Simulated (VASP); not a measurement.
Write the native input for VASP 6.6.1 that does the following.

| Property | Result |
| --- | --- |
| Task | single point |
| Functional | LDA |
| Potentials or basis | VASP PAW LDA potentials, release 64 (Si, O) |
| Cutoff | 520 eV |
| k mesh | 6 × 6 × 8 |
| Occupations | gaussian, width 0.05 eV |
| Spin | no spin polarisation |
| Dipole correction | no |
| Further INCAR settings | ALGO = Normal; EDIFF = 1e-06; NBANDS = 25 |

The structure of SiO2 lies in POSCAR:

```
SiO2
1.0
    4.2299000000      0.0000000000      0.0000000000
    0.0000000000      4.2299000000      0.0000000000
    0.0000000000      0.0000000000      2.5974000000
Si O
2 4
Direct
    0.5000000000      0.5000000000      0.5000000000
    0.0000000000      0.0000000000      0.0000000000
    0.6944252994      0.6944252994      0.0000000000
    0.1944252994      0.8055747006      0.5000000000
    0.3055747006      0.3055747006      0.0000000000
    0.8055747006      0.1944252994      0.5000000000
```

These files were run (other wordings do the same):

INCAR

```
SYSTEM = SiO2
PREC = Accurate
ENCUT = 520
EDIFF = 1E-6
ISMEAR = 0
SIGMA = 0.05
LREAL = .False.
LASPH = .True.
NELM = 80
ALGO = Normal
ISIF = 2
LWAVE = .False.
LCHARG = .False.
NBANDS = 25
```

KPOINTS

```
Automatic mesh
0
Gamma
  6 6 8
  0 0 0
```

Potentials or basis: VASP PAW LDA potentials, release 64 (Si, O).

Launch:

```bash
$ cat potpaw_LDA.64/Si/POTCAR potpaw_LDA.64/O/POTCAR > POTCAR
$ mpirun -np 1 vasp_std > vasp.out
```

Results of the run:

```yaml
Pressure: -0.4 GPa
Largest_force: 0.284 eV/Å
Band_gap_on_the_k_mesh: 5.73 eV, direct
```

Run time: 28 s on 1 thread of Intel(R) Xeon(R) Platinum 8259CL CPU @ 2.50GHz (Skylake/Cascade Lake), on a shared host, peak memory 0.16 GiB.
